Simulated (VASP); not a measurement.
# TiTe2 (P-3m1) in VASP: notebook

TiTe2 is run at these levels: PBE+D3(BJ); tasks: relaxation of shape and atoms at fixed volume, relaxation of cell and atoms.

Program: VASP 6.6.1. These are calculated values, not measurements. Logs are shortened: lines on timing, memory, paths and dates and some standing lists are left out, and cuts for length are marked.

## 1. The cell of the first run

It takes space group P-3m1 (No. 164, trigonal). Conventional cell: a = 3.761 Å, b = 3.761 Å, c = 6.538 Å, α = 90.00°, β = 90.00°, γ = 120.00°. Within 3.8 Å of Ti (site symmetry -3m) lie 6 Te at 2.79 Å and 6 Ti at 3.76 Å. Te (site symmetry 3m) has 3 Ti at 2.79 Å and 9 Te at 3.74 to 3.76 Å within 3.8 Å.

## 2. Relaxation of shape and atoms at fixed volume, PBE+D3(BJ) (26.70 Å³/atom)

Input file INCAR:

```
PREC = Accurate
ENCUT = 600
EDIFF = 1E-6
ISMEAR = 0
SIGMA = 0.1
LREAL = False
LASPH = True
NELM = 100
ALGO = Normal
ISIF = 4
LWAVE = False
LCHARG = False
GGA = PE
IVDW = 12
IBRION = 2
NSW = 50
EDIFFG = -0.01
```

Input file KPOINTS:

```
Automatic mesh
0
Gamma
  15 15 8
```

Input file POSCAR:

```
TiTe2
1.0
    3.7611551177      0.0000000000      0.0000000000
   -1.8805775588      3.2572558795      0.0000000000
    0.0000000000      0.0000000000      6.5378599001
Ti Te
1 2
Direct
    0.0000000000      0.0000000000      0.0000000000
    0.6666666667      0.3333333333      0.2669875668
    0.3333333333      0.6666666667      0.7330124332
```

Potentials or basis: VASP PAW PBE potentials, release 64 (Ti_sv, Te).

On the command line:

```
> cat potpaw_PBE.64/Ti_sv/POTCAR potpaw_PBE.64/Te/POTCAR > POTCAR
> mpirun -np 1 vasp_std > vasp.out
```

OUTCAR:

```text
PREC = Accurate
   ENCUT = 600
   EDIFF = 1E-6
   ISMEAR = 0
   LREAL = False
   LASPH = True
   NELM = 100
   ISIF = 4
   GGA = PE
   IVDW = 12
   IBRION = 2
   NSW = 50
   EDIFFG = -0.01
 IVDW          = 12

 ion  position               nearest neighbor table
   1  0.000  0.000  0.000-   2 2.79   3 2.79   3 2.79   2 2.79   2 2.79   3 2.79
   2  0.667  0.333  0.267-   1 2.79   1 2.79   1 2.79
   3  0.333  0.667  0.733-   1 2.79   1 2.79   1 2.79

  LATTYP: Found a hexagonal cell.
 ALAT       =     3.7611551177
 C/A-ratio  =     1.7382585125

  Lattice vectors:

 A1 = (   3.7611551177,   0.0000000000,   0.0000000000)
 A2 = (  -1.8805775588,   3.2572558795,   0.0000000000)
 A3 = (   0.0000000000,   0.0000000000,   6.5378599001)

Analysis of symmetry for initial positions (statically):
=====================================================================
 Subroutine PRICEL returns:
 Original cell was already a primitive cell.

 Routine SETGRP: Setting up the symmetry group for a
 hexagonal supercell.

 Subroutine GETGRP returns: Found 12 space group operations
 (whereof 12 operations were pure point group operations)
 out of a pool of 24 trial point group operations.

The static configuration has the point symmetry D_3d.

Analysis of symmetry for dynamics (positions and initial velocities):
=====================================================================
 Subroutine PRICEL returns:
 Original cell was already a primitive cell.

 Routine SETGRP: Setting up the symmetry group for a
 hexagonal supercell.

 Subroutine GETGRP returns: Found 12 space group operations
 (whereof 12 operations were pure point group operations)
 out of a pool of 24 trial point group operations.

The dynamic configuration has the point symmetry D_3d.

 Subroutine INISYM returns: Found 12 space group operations
 (whereof 12 operations are pure point group operations),
 and found     1 'primitive' translations

----------------------------------------------------------------------------------------

                                     Primitive cell

  volume of cell :      80.0956

  direct lattice vectors                    reciprocal lattice vectors
     3.761155118  0.000000000  0.000000000     0.265875767  0.153503445  0.000000000
    -1.880577559  3.257255880  0.000000000     0.000000000  0.307006891  0.000000000
     0.000000000  0.000000000  6.537859900     0.000000000  0.000000000  0.152955251

  length of vectors
     3.761155118  3.761155118  6.537859900     0.307006891  0.307006891  0.152955251

  position of ions in fractional coordinates (direct lattice)
     0.000000000  0.000000000  0.000000000
     0.666666667  0.333333333  0.266987567
     0.333333333  0.666666667  0.733012433

  ion indices of the primitive-cell ions
   primitive index   ion index
                 1           1
                 2           2
                 3           3

----------------------------------------------------------------------------------------

 KPOINTS: Automatic mesh

Automatic generation of k-mesh.
 Grid dimensions read from file:
 generate k-points for:   15   15    8

 Generating k-lattice:

  Cartesian coordinates                     Fractional coordinates (reciprocal lattice)
     0.017725051  0.010233563  0.000000000     0.066666667  0.000000000  0.000000000
     0.000000000  0.020467126  0.000000000     0.000000000  0.066666667  0.000000000
     0.000000000  0.000000000  0.019119406     0.000000000  0.000000000  0.125000000

  Length of vectors
     0.020467126  0.020467126  0.019119406

  Shift w.r.t. Gamma in fractional coordinates (k-lattice)
     0.000000000  0.000000000  0.000000000

 Subroutine IBZKPT returns following result:
 ===========================================

 Found    192 irreducible k-points:

 Following reciprocal coordinates:
            Coordinates               Weight
  0.000000  0.000000  0.000000      1.000000
  0.066667  0.000000  0.000000      6.000000
  0.133333 -0.000000  0.000000      6.000000
  0.200000  0.000000  0.000000      6.000000
  0.266667 -0.000000  0.000000      6.000000
  0.333333 -0.000000  0.000000      6.000000
[... 16 lines left out ...]
  0.333333  0.200000  0.000000     12.000000
  0.400000  0.200000  0.000000      6.000000
 [... further k-points ...]
   k-points           NKPTS =    192   k-points in BZ     NKDIM =    192   number of bands    NBANDS=     16
   number of dos      NEDOS =    301   number of ions     NIONS =      3
   total plane-waves  NPLWV =  48600
   dimension x,y,z NGX =    30 NGY =   30 NGZ =   54
   dimension x,y,z NGXF=    60 NGYF=   60 NGZF=  108
   ions per type =               1   2
   NGX,Y,Z   is equivalent  to a cutoff of  13.26, 13.26, 13.73 a.u.
   NGXF,Y,Z  is equivalent  to a cutoff of  26.52, 26.52, 27.46 a.u.
 SYSTEM =  unknown system
   PREC   = accura    normal or accurate (medium, high low for compatibility)
   ISTART =      0    job   : 0-new  1-cont  2-samecut
   ICHARG =      2    charge: 1-file 2-atom 10-const
   ISPIN  =      1    spin polarized calculation?
   LNONCOLLINEAR =      F non collinear calculations
   LSORBIT =      F    spin-orbit coupling
   LASPH  =      T    aspherical Exc in radial PAW
   ENCUT  =  600.0 eV  44.10 Ry    6.64 a.u.   7.51  7.51 13.06*2*pi/ulx,y,z
   NELM   =    100;   NELMIN=  2; NELMDL= -5     # of ELM steps
   EDIFF  = 0.1E-05   stopping-criterion for ELM
   LREAL  =      F    real-space projection
   EDIFFG = -.1E-01   stopping-criterion for IOM
   NSW    =     50    number of steps for IOM
   IBRION =      2    ionic relax: 0-MD 1-quasi-New 2-CG
   NFREE  =      1    steps in history (QN), initial steepest desc. (CG)
   ISIF   =      4    stress and relaxation
   ISYM   =      2    0-nonsym 1-usesym 2-fastsym
   POTIM  = 0.5000    time-step for ionic-motion
   TEBEG  =    0.0;   TEEND  =   0.0 temperature during run
   PSTRESS=    0.0 pullay stress
   NELECT =      24.0000    total number of electrons
   NUPDOWN=      -1.0000    fix difference up-down
   EMIN   =  10.00;   EMAX   =-10.00  energy-range for DOS
   EFERMI =   0.00;   METHOD = LEGACY
   ISMEAR =     0;   SIGMA  =   0.10  broadening in eV -4-tet -1-fermi 0-gaus
   EFERMI_NEDOS =   21; number of points for ismear=-14 and -15
   IALGO  =     38    algorithm
   IMIX   =      4    mixing-type and parameters
     AMIX     =   0.40;   BMIX     =  1.00
     AMIX_MAG =   1.60;   BMIX_MAG =  1.00
  volume/ion in A,a.u.               =      26.70       180.17
  Fermi-wavevector in a.u.,A,eV,Ry     =   1.095491  2.070179 16.328373  1.200102
  Thomas-Fermi vector in A             =   2.231816
   LORBIT       =      0    0 simple, 1 ext, 2 COOP (PROOUT), +10 PAW based schemes
   GGA     = PE    functional components
   LHFCALC =     F    Hartree Fock is set to
   AEXX    =    0.0000 exact exchange contribution
   IVDW    =    12    specifies the selected vdW correction
   LEPSILON=     F    determine dielectric tensor
   LRPA    =     F    only Hartree local field effects (RPA)
 conjugate gradient relaxation of ions
 non-spin polarized calculation
 Gauss-broadening in eV      SIGMA  =   0.10
  energy-cutoff  :      600.00
  volume of cell :       80.10
 maximum number of plane-waves:      2714
 NGX is ok and might be reduce to    30
   NGX = 15   NGY = 15   NGZ = 27

--------------------------------------- Ionic step        1  -------------------------------------------

 number of electron      24.0000004 magnetization

 Free energy of the ion-electron system (eV)
  ---------------------------------------------------
  ext. energy  EPLUGINS =         0.00000000
  ---------------------------------------------------
  free energy    TOTEN  =       -16.20144157 eV

  energy without entropy =      -16.19390470  energy(sigma->0) =      -16.19767314

------------------------ aborting loop because EDIFF is reached ----------------------------------------

 Edisp (eV)   -1.47822

 E8    (eV) :    -0.6855

  FORCE on cell =-STRESS in cart. coord.  units (eV):
  Direction    XX          YY          ZZ          XY          YZ          ZX
  --------------------------------------------------------------------------------------
  -------------------------------------------------------------------------------------
  Total      -1.39853    -1.39853    -1.49703    -0.00000    -0.00000    -0.00000
  in kB     -27.97514   -27.97514   -29.94560    -0.00000    -0.00000    -0.00000
  external pressure =      -28.63 kB  Pullay stress =        0.00 kB
[... 145 lines left out ...]
  energy  without entropy=      -17.6784055014  energy(sigma->0) =      -17.68208497

--------------------------------------- Ionic step        5  -------------------------------------------

 number of electron      24.0000003 magnetization

 Free energy of the ion-electron system (eV)
  ---------------------------------------------------
  ext. energy  EPLUGINS =         0.00000000
  ---------------------------------------------------
  free energy    TOTEN  =       -16.20852380 eV

  energy without entropy =      -16.20106884  energy(sigma->0) =      -16.20479632

 E-fermi :   6.8736     XC(G=0):  -9.8679

 val. band max:        6.8700251090   @ k =   0.2667  -0.0000   0.1250
 cond. band min:       6.8747501717   @ k =   0.4000  -0.0000   0.0000
 fundamental gap:      0.0047250627
 Fermi energy:         6.8736239349

 k-point     1 :       0.0000    0.0000    0.0000
  band No.  band energies     occupation
      1     -50.6075      2.00000
      2     -26.8658      2.00000
      3     -26.8658      2.00000
      4     -26.8263      2.00000
      5      -5.5761      2.00000
      6      -4.1442      2.00000
[... 8 lines left out ...]
     15       8.0055      0.00000
     16       9.9602      0.00000
[... 420 lines left out ...]
  band No.  band energies     occupation
      1     -50.6039      2.00000
      2     -26.9052      2.00000
      3     -26.8859      2.00000
      4     -26.8150      2.00000
      5      -3.6420      2.00000
      6      -3.5012      2.00000
[... 8 lines left out ...]
     15       8.3013      0.00000
     16       9.0549      0.00000

 [... further k-points ...]

------------------------ aborting loop because EDIFF is reached ----------------------------------------

 Edisp (eV)   -1.47784

 E8    (eV) :    -0.6853

  FORCE on cell =-STRESS in cart. coord.  units (eV):
  Direction    XX          YY          ZZ          XY          YZ          ZX
  --------------------------------------------------------------------------------------
  -------------------------------------------------------------------------------------
  Total      -0.95993    -0.95993    -0.93890    -0.00000    -0.00000     0.00000
  in kB     -19.20185   -19.20185   -18.78103    -0.00000    -0.00000     0.00000
  external pressure =      -19.06 kB  Pullay stress =        0.00 kB
[... 18 lines left out ...]
  FREE ENERGIE OF THE ION-ELECTRON SYSTEM (eV)
  ---------------------------------------------------
  free  energy   TOTEN  =       -17.6863603654 eV

  energy  without entropy=      -17.6789054134  energy(sigma->0) =      -17.68263289

 reached required accuracy - stopping structural energy minimisation
```

Run time: 7.9 min. Hardware: 1 thread of Intel Xeon 6975P-C (Granite Rapids), shared host; peak memory 0.47 GiB.

Results:

```
Free energy                  : -17.6864 eV
Energy gained by relaxing    : 2.2 meV/atom
Ionic steps                  : 5
Pressure after relaxing      : -1.9 GPa
Largest force after relaxing : 0.003 eV/Å
Band gap on the k mesh       : zero (bands 12 and 13 overlap by 0.70 eV)
Dispersion energy per atom   : -0.493 eV
```

Forces on the atoms (eV/Å):
```
Ti   0.000  0.000  0.000
Te   0.000  0.000  0.003
Te   0.000  0.000 -0.003
```

The path:
| step | energy change (eV) | largest force (eV/Å) | pressure (GPa) | volume (Å³) |
| --- | --- | --- | --- | --- |
| 1 | 0.0000 | 0.2329 | -2.86 | 80.10 |
| 2 | -0.0040 | 0.1231 | -2.49 | 80.10 |
| 3 | -0.0054 | 0.0111 | -2.10 | 80.10 |
| 4 | -0.0061 | 0.0059 | -2.03 | 80.10 |
| 5 | -0.0067 | 0.0031 | -1.91 | 80.10 |

Final structure:
```
Ti Te
1.0
     3.74792    0.00000    0.00000
    -1.87396    3.24580    0.00000
     0.00000    0.00000    6.58411
Ti Te
1 2
Direct
  0.00000 0.00000 0.00000
  0.66667 0.33333 0.26239
  0.33333 0.66667 0.73761
```

Levels at points of the mesh, in eV from the Fermi level:
```csv
k point,band 9,band 10,band 11,band 12,band 13,band 14,band 15,band 16
"(0.00, 0.00, 0.00)",-1.62,0.27,0.39,0.39,0.39,1.13,1.13,3.09
"(0.00, 0.00, 0.50)",-1.56,-1.56,0.39,0.39,0.84,0.84,0.97,3.48
```

Caveat: spin-orbit coupling is left out, which moves the levels of the heavy elements.

## 3. Relaxation of cell and atoms, PBE+D3(BJ)

This run uses another cell than the first one, of 26.76 Å³/atom.

Input file INCAR:

```
PREC     = Accurate       # precision mode
ENCUT    = 600            # plane-wave cutoff, eV
EDIFF    = 1E-7           # SCF threshold, eV
ISMEAR   = 0              # smearing method
SIGMA    = 0.1            # smearing width, eV
LREAL    = False          # projectors in reciprocal space
LASPH    = True           # aspherical terms in the spheres
NELM     = 100            # most SCF steps
ALGO     = Normal         # electronic algorithm
ISIF     = 3              # what is computed and relaxed
LWAVE    = False          # write WAVECAR
LCHARG   = False          # write CHGCAR
GGA      = PE             # functional
IVDW     = 12             # dispersion correction
IBRION   = 2              # ionic algorithm
NSW      = 100            # ionic steps
EDIFFG   = -0.002         # ionic threshold
```

Input file KPOINTS:

```
regular mesh
0
Gamma
  15 15 8
```

Input file POSCAR:

```
TiTe2
1.0
    3.7770000000      0.0000000000      0.0000000000
   -1.8885000000      3.2709779501      0.0000000000
    0.0000000000      0.0000000000      6.4980000000
Ti Te
1 2
Direct
    0.0000000000      0.0000000000      0.0000000000
    0.6666666667      0.3333333333      0.2628000000
    0.3333333333      0.6666666667      0.7372000000
```

Potentials or basis: VASP PAW PBE potentials, release 64 (Ti_sv, Te).

On the command line:

```
> cat potpaw_PBE.64/Ti_sv/POTCAR potpaw_PBE.64/Te/POTCAR > POTCAR
> mpirun -np 1 vasp_std > vasp.out
```

It took 18 min on 1 thread of Intel Xeon 6975P-C (Granite Rapids), shared host; peak memory 0.48 GiB.

Results (log left out):

```yaml
Free_energy: -17.7169 eV
Relaxed_volume: 25.15 Å³/atom
Relaxed_cell: a = 3.695 Å, b = 3.695 Å, c = 6.379 Å, α = 90.00°, β = 90.00°, γ = 120.00°
Space_group_after_relaxing_to_0.1_Å: P-3m1 (No. 164)
Energy_gained_by_relaxing: 12.1 meV/atom
Ionic_steps: 10
Pressure_after_relaxing: 0.0 GPa
Band_gap_on_the_k_mesh: zero (bands 12 and 13 overlap by 0.81 eV)
Dispersion_energy_per_atom: -0.523 eV
```

The path:
| step | energy change (eV) | largest force (eV/Å) | pressure (GPa) | volume (Å³) |
| --- | --- | --- | --- | --- |
| 1 | 0.0000 | 0.0432 | -2.04 | 80.28 |
| 2 | -0.0163 | 0.4427 | 1.12 | 76.38 |
| 3 | -0.0195 | 0.3248 | 0.16 | 77.46 |
| 4 | -0.0286 | 0.2020 | 0.07 | 76.87 |
| 5 | -0.0322 | 0.0556 | -0.02 | 76.18 |
| 6 | -0.0339 | 0.0354 | -0.07 | 76.03 |
| 7 | -0.0361 | 0.0284 | -0.16 | 75.56 |
| 8 | -0.0361 | 0.0233 | -0.15 | 75.59 |
| 9 | -0.0357 | 0.0505 | 0.37 | 75.09 |
| 10 | -0.0362 | 0.0007 | 0.01 | 75.44 |

Final structure:
```cif
data_structure
_symmetry_space_group_name_H-M 'P 1'
_symmetry_Int_Tables_number 1
_cell_length_a 3.6954
_cell_length_b 3.6954
_cell_length_c 6.3789
_cell_angle_alpha 90.000
_cell_angle_beta 90.000
_cell_angle_gamma 120.000
_cell_volume 75.44
loop_
_atom_site_label
_atom_site_type_symbol
_atom_site_fract_x
_atom_site_fract_y
_atom_site_fract_z
_atom_site_occupancy
Ti1 Ti 0.00000 0.00000 0.00000 1
Te1 Te 0.66667 0.33333 0.27150 1
Te2 Te 0.33333 0.66667 0.72850 1
```

Levels at points of the mesh, in eV from the Fermi level:
```tsv
k point	band 10	band 11	band 12	band 13	band 14	band 15
(0.00, 0.00, 0.00)	0.23	0.43	0.43	0.70	1.27	1.27
(0.00, 0.00, 0.50)	-1.52	0.42	0.42	0.84	0.84	1.08
```

Caveat: spin-orbit coupling is left out, which moves the levels of the heavy elements.
